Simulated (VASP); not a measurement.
Runs of VASP 6.6.1 on Zr2BiN2. The structure is that of space group P4/mmm (No. 123), or close to it. The cells are those of the table. 

| potentials or basis | spin | cell | k mesh | cutoff (eV) | smearing | second run | gap on the mesh (eV) | pressure (GPa) | largest force (eV/Å) |
| --- | --- | --- | --- | --- | --- | --- | --- | --- | --- |
| VASP PAW PBE potentials, release 64 (Zr_sv, Bi_d, N_h) | off | a = 4.404, b = 4.404, c = 4.527 Å, 5 atoms | 4 × 4 × 4 | 910 | gaussian 0.1 eV | hard_potentials | none | 0.2 | 0.06 |
| VASP PAW PBE potentials, release 64 (Zr_sv, Bi_d, N) | off | a = 4.093, b = 4.093, c = 5.619 Å, 5 atoms | 4 × 4 × 4 | 520 | gaussian 0.1 eV | - | none | (a) | 3.06 |
| VASP PAW PBE potentials, release 64 (Zr_sv, Bi_d, N) | off | a = 4.404, b = 4.404, c = 4.527 Å, 5 atoms | 4 × 4 × 4 | 520 | gaussian 0.1 eV | - | none | 0.3 | 0.17 |
| VASP PAW PBE potentials, release 64 (Zr_sv, Bi_d, N) | off | a = 4.399, b = 4.399, c = 4.553 Å, 5 atoms | 8 × 8 × 8 | 600 | fermi-dirac 0.1 eV | - | none | 0.2 | 0.13 |
| VASP PAW PBE potentials, release 64 (Zr_sv, Bi_d, N) | collinear, ferromagnetic start | a = 4.404, b = 4.404, c = 4.527 Å, 5 atoms | 4 × 4 × 4 | 600 | gaussian 0.1 eV | - | none | 0.3 | 0.17 |

Alike in all rows: task single point; level PBE.

Problem. Fill in the values left out.

Solution. (a) -14.4.

Caveats: some runs use coarse meshes; spin-orbit coupling is left out, which moves the levels of the heavy elements; the cutoff is under 1.25 times the usual one of these potentials, so pressure, stress and relaxed cells hold a basis-set (Pulay) error (some runs); forces of over 1 eV/Å act on the atoms, so gaps and moduli don't describe the material at rest (some runs).

A k mesh can miss the band edges, and the runs leave out spin-orbit coupling on Bi, Zr.

A gap of «none» marks levels without a gap at the run's occupations.
